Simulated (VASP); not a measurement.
Wanted: the native input for a VASP 6.6.1 run.

```yaml
Task: single point
Functional: PBE
Potentials_or_basis: VASP PAW PBE potentials, release 64 (Ta_pv, H)
Cutoff: 520 eV
k_mesh: 12 × 12 × 12
Occupations: gaussian, width 0.1 eV
Spin: no spin polarisation
Dipole_correction: no
Further_INCAR_settings: ALGO = Normal; EDIFF = 1e-07; NBANDS = 17
```

The structure of TaH5 lies in POSCAR:

```
TaH5
1.0
    3.4278171682      0.0000000000      0.0000000000
   -1.7139085841      2.9685767472      0.0000000000
    0.0000000000      0.0000000000      2.9955152338
Ta H
1 5
Direct
    0.0000000000      0.0000000000      0.0000000000
    0.0000000000      0.5000000000      0.5000000000
    0.3333333333      0.6666666667      0.0000000000
    0.6666666667      0.3333333333      0.0000000000
    0.5000000000      0.0000000000      0.5000000000
    0.5000000000      0.5000000000      0.5000000000
```

The cell was generated, and may not be a known phase.

The input as run:

INCAR

```
ALGO = Normal ; EDIFF = 1E-7
ENCUT = 520 ; GGA = PE
ISIF = 2 ; ISMEAR = 0
LASPH = True ; LCHARG = True
LELF = True ; LREAL = False
LVHAR = True ; LWAVE = False
NBANDS = 17 ; NELM = 100
PREC = Accurate ; SIGMA = 0.1
```

KPOINTS

```
k-points
0
Gamma
  12 12 12
```

Potentials or basis: VASP PAW PBE potentials, release 64 (Ta_pv, H).

Command:

```console
$ cat potpaw_PBE.64/Ta_pv/POTCAR potpaw_PBE.64/H/POTCAR > POTCAR
$ mpirun -np 1 vasp_std > vasp.out
```

It gave:

```
Pressure               : 0.0 GPa
Band gap on the k mesh : zero (bands 8 and 9 overlap by 2.41 eV)
```

Caveat: spin-orbit coupling is left out, which moves the levels of the heavy elements.

Run time: 96 s on 1 thread of Intel Xeon 8259CL, with other jobs on the host, peak memory 0.2 GiB.
